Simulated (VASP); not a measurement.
# Hf (P6_3/mmc) in VASP: further runs

The runs below take Hf through single point, relaxation of volume and atoms at fixed shape, with PBEsol.

Program: VASP 6.6.1. These are calculated values, not measurements. Logs are shortened: lines on timing, memory, paths and dates and some standing lists are left out, and cuts for length are marked.

### Step 1. The cell of the first run

The structure is hexagonal, space group P6_3/mmc (No. 194). The conventional cell has a = 3.175 Å, b = 3.175 Å, c = 5.024 Å, α = 90.00°, β = 90.00°, γ = 120.00°. Hf (site symmetry -6m2) has 12 Hf at 3.11 to 3.18 Å within 4.1 Å.

### Step 2. Single point, PBEsol

The input, INCAR:

```
ALGO = Normal
EDIFF = 1E-6
ENCUT = 520
GGA = PS
ISIF = 2
ISMEAR = 0
LASPH = True
LCHARG = True
LELF = True
LREAL = False
LVHAR = True
LWAVE = False
NBANDS = 17
NELM = 80
PREC = Accurate
SIGMA = 0.05
```

The input, KPOINTS:

```
k-points
0
Gamma
  17 17 9
```

The input, POSCAR:

```
Hf
1.0
    3.1752090032      0.0000000000      0.0000000000
   -1.5876045016      2.7498116591      0.0000000000
    0.0000000000      0.0000000000      5.0238001633
Hf
2
Direct
    0.3333333333      0.6666666667      0.2500000000
    0.6666666667      0.3333333333      0.7500000000
```

Potentials or basis: VASP PAW PBE potentials, release 64 (Hf_pv).

Command:

```console
cat potpaw_PBE.64/Hf_pv/POTCAR > POTCAR
mpirun -np 1 vasp_std > vasp.out
```

OUTCAR:

```text
EDIFF = 1E-6
   ENCUT = 520
   GGA = PS
   ISIF = 2
   ISMEAR = 0
   LASPH = True
   LREAL = False
   NELM = 80
   PREC = Accurate

 ion  position               nearest neighbor table
   1  0.333  0.667  0.250-   2 3.11   2 3.11   2 3.11   2 3.11   2 3.11   2 3.11
   2  0.667  0.333  0.750-   1 3.11   1 3.11   1 3.11   1 3.11   1 3.11   1 3.11

  LATTYP: Found a hexagonal cell.
 ALAT       =     3.1752090032
 C/A-ratio  =     1.5821951116

  Lattice vectors:

 A1 = (   3.1752090032,   0.0000000000,   0.0000000000)
 A2 = (  -1.5876045016,   2.7498116591,   0.0000000000)
 A3 = (   0.0000000000,   0.0000000000,   5.0238001633)

Analysis of symmetry for initial positions (statically):
=====================================================================
 Subroutine PRICEL returns:
 Original cell was already a primitive cell.

 Routine SETGRP: Setting up the symmetry group for a
 hexagonal supercell.

 Subroutine GETGRP returns: Found 24 space group operations
 (whereof 12 operations were pure point group operations)
 out of a pool of 24 trial point group operations.

The static configuration has the point symmetry D_3d.
 The point group associated with its full space group is D_6h.

Analysis of symmetry for dynamics (positions and initial velocities):
=====================================================================
 Subroutine PRICEL returns:
 Original cell was already a primitive cell.

 Routine SETGRP: Setting up the symmetry group for a
 hexagonal supercell.

 Subroutine GETGRP returns: Found 24 space group operations
 (whereof 12 operations were pure point group operations)
 out of a pool of 24 trial point group operations.

The dynamic configuration has the point symmetry D_3d.
 The point group associated with its full space group is D_6h.

 Subroutine INISYM returns: Found 24 space group operations
 (whereof 12 operations are pure point group operations),
 and found     1 'primitive' translations

----------------------------------------------------------------------------------------

                                     Primitive cell

  volume of cell :      43.8639

  direct lattice vectors                    reciprocal lattice vectors
     3.175209003  0.000000000  0.000000000     0.314939898  0.181830635  0.000000000
    -1.587604502  2.749811659  0.000000000     0.000000000  0.363661270  0.000000000
     0.000000000  0.000000000  5.023800163     0.000000000  0.000000000  0.199052504

  length of vectors
     3.175209003  3.175209003  5.023800163     0.363661270  0.363661270  0.199052504

  position of ions in fractional coordinates (direct lattice)
     0.333333333  0.666666667  0.250000000
     0.666666667  0.333333333  0.750000000

  ion indices of the primitive-cell ions
   primitive index   ion index
                 1           1
                 2           2

----------------------------------------------------------------------------------------

 KPOINTS: k-points

Automatic generation of k-mesh.
 Grid dimensions read from file:
 generate k-points for:   17   17    9

 Generating k-lattice:

  Cartesian coordinates                     Fractional coordinates (reciprocal lattice)
     0.018525876  0.010695920  0.000000000     0.058823529  0.000000000  0.000000000
     0.000000000  0.021391839  0.000000000     0.000000000  0.058823529  0.000000000
     0.000000000  0.000000000  0.022116945     0.000000000  0.000000000  0.111111111

  Length of vectors
     0.021391839  0.021391839  0.022116945

  Shift w.r.t. Gamma in fractional coordinates (k-lattice)
     0.000000000  0.000000000  0.000000000

 Subroutine IBZKPT returns following result:
 ===========================================

 Found    165 irreducible k-points:

 Following reciprocal coordinates:
            Coordinates               Weight
  0.000000  0.000000  0.000000      1.000000
  0.058824 -0.000000  0.000000      6.000000
  0.117647 -0.000000  0.000000      6.000000
  0.176471 -0.000000  0.000000      6.000000
  0.235294 -0.000000  0.000000      6.000000
  0.294118 -0.000000  0.000000      6.000000
[... 16 lines left out ...]
  0.411765  0.117647  0.000000     12.000000
  0.176471  0.176471  0.000000      6.000000
 [... further k-points ...]
   k-points           NKPTS =    165   k-points in BZ     NKDIM =    165   number of bands    NBANDS=     17
   number of dos      NEDOS =    301   number of ions     NIONS =      2
   total plane-waves  NPLWV =  23040
   dimension x,y,z NGX =    24 NGY =   24 NGZ =   40
   dimension x,y,z NGXF=    48 NGYF=   48 NGZF=   80
   ions per type =               2
   NGX,Y,Z   is equivalent  to a cutoff of  12.57, 12.57, 13.24 a.u.
   NGXF,Y,Z  is equivalent  to a cutoff of  25.13, 25.13, 26.47 a.u.
 SYSTEM =  unknown system
   PREC   = accura    normal or accurate (medium, high low for compatibility)
   ISTART =      0    job   : 0-new  1-cont  2-samecut
   ICHARG =      2    charge: 1-file 2-atom 10-const
   ISPIN  =      1    spin polarized calculation?
   LNONCOLLINEAR =      F non collinear calculations
   LSORBIT =      F    spin-orbit coupling
   LASPH  =      T    aspherical Exc in radial PAW
   ENCUT  =  520.0 eV  38.22 Ry    6.18 a.u.   5.90  5.90  9.34*2*pi/ulx,y,z
   NELM   =     80;   NELMIN=  2; NELMDL= -5     # of ELM steps
   EDIFF  = 0.1E-05   stopping-criterion for ELM
   LREAL  =      F    real-space projection
   EDIFFG = 0.1E-04   stopping-criterion for IOM
   NSW    =      0    number of steps for IOM
   IBRION =     -1    ionic relax: 0-MD 1-quasi-New 2-CG
   NFREE  =      0    steps in history (QN), initial steepest desc. (CG)
   ISIF   =      2    stress and relaxation
   ISYM   =      2    0-nonsym 1-usesym 2-fastsym
   POTIM  = 0.5000    time-step for ionic-motion
   TEBEG  =    0.0;   TEEND  =   0.0 temperature during run
   PSTRESS=    0.0 pullay stress
   NELECT =      20.0000    total number of electrons
   NUPDOWN=      -1.0000    fix difference up-down
   EMIN   =  10.00;   EMAX   =-10.00  energy-range for DOS
   EFERMI =   0.00;   METHOD = LEGACY
   ISMEAR =     0;   SIGMA  =   0.05  broadening in eV -4-tet -1-fermi 0-gaus
   EFERMI_NEDOS =   21; number of points for ismear=-14 and -15
   IALGO  =     38    algorithm
   IMIX   =      4    mixing-type and parameters
     AMIX     =   0.40;   BMIX     =  1.00
     AMIX_MAG =   1.60;   BMIX_MAG =  1.00
  volume/ion in A,a.u.               =      21.93       148.00
  Fermi-wavevector in a.u.,A,eV,Ry     =   1.260034  2.381119 21.601778  1.587686
  Thomas-Fermi vector in A             =   2.393564
   LORBIT       =      0    0 simple, 1 ext, 2 COOP (PROOUT), +10 PAW based schemes
   GGA     = PS    functional components
   LHFCALC =     F    Hartree Fock is set to
   AEXX    =    0.0000 exact exchange contribution
   IVDW    =     0    specifies the selected vdW correction
   LEPSILON=     F    determine dielectric tensor
   LRPA    =     F    only Hartree local field effects (RPA)
 non-spin polarized calculation
 Gauss-broadening in eV      SIGMA  =   0.05
  energy-cutoff  :      520.00
  volume of cell :       43.86
 maximum number of plane-waves:      1196
 NGX is ok and might be reduce to    24
   NGX = 11   NGY = 11   NGZ = 19

 number of electron      19.9999999 magnetization

 Free energy of the ion-electron system (eV)
  ---------------------------------------------------
  ext. energy  EPLUGINS =         0.00000000
  ---------------------------------------------------
  free energy    TOTEN  =       -21.00354833 eV

  energy without entropy =      -21.00191053  energy(sigma->0) =      -21.00272943

 E-fermi :   4.9076     XC(G=0): -11.4823

 val. band max:        4.8945131617   @ k =   0.2941   0.1765   0.4444
 cond. band min:       4.9213553104   @ k =   0.0000   0.0000   0.4444
 fundamental gap:      0.0268421487
 Fermi energy:         4.9076287528

 k-point     1 :       0.0000    0.0000    0.0000
  band No.  band energies     occupation
      1     -26.1213      2.00000
      2     -25.3220      2.00000
      3     -25.3220      2.00000
      4     -25.1881      2.00000
      5     -25.1849      2.00000
      6     -25.1849      2.00000
[... 9 lines left out ...]
     16       7.5558      0.00000
     17      10.3298      0.00000

 k-point     2 :       0.0588   -0.0000    0.0000
  band No.  band energies     occupation
      1     -26.1116      2.00000
      2     -25.3428      2.00000
      3     -25.3290      2.00000
      4     -25.2069      2.00000
      5     -25.1925      2.00000
      6     -25.1876      2.00000
[... 9 lines left out ...]
     16       7.4501      0.00000
     17      10.4358      0.00000

 k-point     3 :       0.1176   -0.0000    0.0000
  band No.  band energies     occupation
      1     -26.0833      2.00000
      2     -25.4025      2.00000
      3     -25.3488      2.00000
      4     -25.2693      2.00000
      5     -25.2058      2.00000
      6     -25.1958      2.00000
[... 9 lines left out ...]
     16       7.2916      0.00000
     17      10.6294      0.00000

 k-point     4 :       0.1765   -0.0000    0.0000
  band No.  band energies     occupation
      1     -26.0381      2.00000
      2     -25.4929      2.00000
      3     -25.3777      2.00000
      4     -25.3613      2.00000
      5     -25.2281      2.00000
      6     -25.2089      2.00000
[... 9 lines left out ...]
     16       7.7544      0.00000
     17      10.8788      0.00000
[... 343 lines left out ...]
      1     -25.8708      2.00000
      2     -25.7546      2.00000
      3     -25.7293      2.00000
      4     -25.5317      2.00000
      5     -25.4038      2.00000
      6     -25.3248      2.00000
[... 9 lines left out ...]
     16      11.2116      0.00000
     17      11.4302      0.00000

 k-point    23 :       0.4118    0.1176    0.0000
  band No.  band energies     occupation
      1     -25.9080      2.00000
      2     -25.7530      2.00000
      3     -25.7109      2.00000
      4     -25.5514      2.00000
      5     -25.4376      2.00000
      6     -25.3336      2.00000
[... 9 lines left out ...]
     16      11.2322      0.00000
     17      12.0321      0.00000

 k-point    24 :       0.1765    0.1765    0.0000
  band No.  band energies     occupation
      1     -25.8953      2.00000
      2     -25.6578      2.00000
      3     -25.6531      2.00000
      4     -25.4306      2.00000
      5     -25.3080      2.00000
      6     -25.3015      2.00000
[... 9 lines left out ...]
     16       9.7094      0.00000
     17      11.0029      0.00000

 [... further k-points ...]
[... 5 lines left out ...]
  --------------------------------------------------------------------------------------
  -------------------------------------------------------------------------------------
  Total       -0.5415696     -0.5415696     -0.5756525      0.0000000      0.0000000     -0.0000000
  in kB      -19.7814105    -19.7814105    -21.0263233      0.0000000      0.0000000     -0.0000000
  external PRESSURE =     -20.1963814 kB  Pullay stress =       0.0000000 kB

 VOLUME and BASIS-vectors are now :
 -----------------------------------------------------------------------------
  energy-cutoff  :      520.00
  volume of cell :       43.86
      direct lattice vectors                 reciprocal lattice vectors
     3.175209003  0.000000000  0.000000000     0.314939898  0.181830635  0.000000000
    -1.587604502  2.749811659  0.000000000     0.000000000  0.363661270  0.000000000
     0.000000000  0.000000000  5.023800163     0.000000000  0.000000000  0.199052504

 POSITION                                       TOTAL-FORCE (eV/Angst)
 -----------------------------------------------------------------------------------
     -0.00000      1.83321      1.25595        -0.000000     -0.000000      0.000000
      1.58760      0.91660      3.76785         0.000000      0.000000      0.000000
 -----------------------------------------------------------------------------------
    total drift:                               -0.000000      0.000000     -0.000000

  FREE ENERGIE OF THE ION-ELECTRON SYSTEM (eV)
  ---------------------------------------------------
  free  energy   TOTEN  =       -21.0035483295 eV

  energy  without entropy=      -21.0019105311  energy(sigma->0) =      -21.00272943
```

It took 32 s on 1 thread of Intel Xeon 6975P-C (Granite Rapids), shared host; peak memory 0.23 GiB.

What came out:

* Free energy: -21.0035 eV
* Pressure: -2.0 GPa
* Band gap on the k mesh: zero (band 10 reaches 6.07 eV, above the bottom of band 11 at 4.57 eV)

Caveat: the PAW data sets were made with another functional, which shifts forces and pressure a little; spin-orbit coupling is left out, which moves the levels of the heavy elements.

[end of part 1 of 3]
